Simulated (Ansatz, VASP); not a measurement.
CaO in VASP and in Ansatz

```xyz
2
Lattice="0.0000 2.3975 2.3975 2.3975 0.0000 2.3975 2.3975 2.3975 0.0000" Properties=species:S:1:pos:R:3 pbc="T T T"
Ca    0.0000    0.0000    0.0000
O     2.3975    2.3975    2.3975
```

Alike in both runs: task single point; functional PBE; k mesh 8 × 8 × 8; no spin polarisation.

|  | VASP | Ansatz |
| --- | --- | --- |
| version | VASP 6.6.1 | Ansatz 0.2.0 |
| potentials or method | VASP PAW PBE potentials, release 64 (Ca_sv, O) | plane waves, PAW |
| plane-wave cutoff (eV) | 520 | 420 |
| occupations | gaussian, width 0.01 eV | fixed |
| valence electrons in the cell | 16 | 16 |

```tsv
	VASP	Ansatz	Ansatz less VASP
gap on the k mesh at the Fermi level (eV)	3.63	3.65	+0.019
```
